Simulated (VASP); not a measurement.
Wanted: the native input for a VASP 6.6.1 run.

```yaml
Task: single point
Functional: PBEsol
Potentials_or_basis: VASP PAW PBE potentials, release 64 (Si, Ni)
Cutoff: 520 eV
k_mesh: 9 × 9 × 1
Occupations: gaussian, width 0.1 eV
Spin: no spin polarisation
Dipole_correction: yes
Further_INCAR_settings: ALGO = Normal; EDIFF = 1e-06; NBANDS = 21
```

The structure of Si4Ni lies in POSCAR:

```
Si4Ni
1.0
    3.8123023599      0.0000000000      0.0000000000
   -1.9061511800      3.3015506906      0.0000000000
    0.0000000000      0.0000000000     19.6690977635
Si Ni
4 1
Direct
    0.6666666667      0.3333333333      0.3813087967
    0.0000000000      0.0000000000      0.4604362656
    0.3333333333      0.6666666667      0.5395637344
    0.6666666667      0.3333333333      0.6186912033
    0.6666666667      0.3333333333      0.5000000000
```

This cell differs from its parent crystal: atoms taken out.

These files were run (other wordings do the same):

INCAR

```
PREC = Accurate
ENCUT = 520
EDIFF = 1E-6
ISMEAR = 0
SIGMA = 0.1
LREAL = F
LASPH = T
NELM = 100
ALGO = Normal
ISIF = 2
LWAVE = F
LCHARG = T
LDIPOL = T
IDIPOL = 3
DIPOL = 0.5 0.5 0.500
GGA = PS
LELF = T
LVHAR = T
LVACPOTAV = T
NBANDS = 21
```

KPOINTS

```
Automatic mesh
0
Gamma
  9 9 1
```

Potentials or basis: VASP PAW PBE potentials, release 64 (Si, Ni).

The run is started by

```bash
$ cat potpaw_PBE.64/Si/POTCAR potpaw_PBE.64/Ni/POTCAR > POTCAR
$ mpirun -np 1 vasp_std > vasp.out
```

Results of the run:

```
Largest force          : 1.221 eV/Å
Band gap on the k mesh : zero (bands 13 and 14 overlap by 2.23 eV)
```

Caveat: the cell differs from its parent crystal (atoms taken out); the PAW data sets were made with another functional, which shifts forces and pressure a little.

It took 3.3 min on 1 thread of Intel Xeon 8259CL, on a shared host, peak memory 0.35 GiB.
